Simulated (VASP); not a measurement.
Write the native input for VASP 6.6.1 that does the following.

```
Task                   : single point
Functional             : PBE
Potentials or basis    : VASP PAW PBE potentials, release 64 (Sn_d, O_h)
Cutoff                 : 1340 eV
k mesh                 : 6 × 6 × 6
Occupations            : fermi-dirac, width 0.02 eV
Spin                   : no spin polarisation
Dipole correction      : no
Further INCAR settings : ALGO = Normal; EDIFF = 1e-06; NBANDS = 28
```

The structure of SnO lies in POSCAR:

```
SnO
1.0
    3.7167363005      0.0000000000      0.0000000000
    0.0000000000      3.7167363005      0.0000000000
    0.0000000000      0.0000000000      4.8193471432
Sn O
2 2
Direct
    0.0000000000      0.5000000000      0.2433908458
    0.5000000000      0.0000000000      0.7566091542
    0.5000000000      0.5000000000      0.0000000000
    0.0000000000      0.0000000000      0.0000000000
```

This cell differs from its parent crystal: epitaxial xy strain -2.0%.

The input as run:

INCAR

```
SYSTEM = SnO
  PREC = Accurate
  ENCUT = 1340
  EDIFF = 1E-6
  ISMEAR = -1
  SIGMA = 0.02
  LREAL = .FALSE.
  LASPH = .TRUE.
  NELM = 120
  ALGO = Normal
  ISIF = 2
  LWAVE = .FALSE.
  LCHARG = .FALSE.
  GGA = PE
  NBANDS = 28
  GGA_COMPAT = .FALSE.
```

KPOINTS

```
Automatic mesh
0
G
  6 6 6
  0 0 0
```

Potentials or basis: VASP PAW PBE potentials, release 64 (Sn_d, O_h).

Command:

```console
$ cat potpaw_PBE.64/Sn_d/POTCAR potpaw_PBE.64/O_h/POTCAR > POTCAR
$ mpirun -np 1 vasp_std > vasp.out
```

Results of the run:

| Quantity | Value |
| --- | --- |
| Pressure | 8.5 GPa |
| Largest force | 0.602 eV/Å |
| Band gap on the k mesh | zero (bands 20 and 21 overlap by 0.43 eV) |

Caveat: the cell differs from its parent crystal (epitaxial xy strain -2.0%); the cell stands under pressure; semilocal functionals underestimate gaps, and a narrow one can read as zero; spin-orbit coupling is left out, which moves the levels of the heavy elements.

Wall time 4.2 min on 1 thread of AMD EPYC 7R13 Processor (Zen 3), on a shared host, peak memory 0.48 GiB.
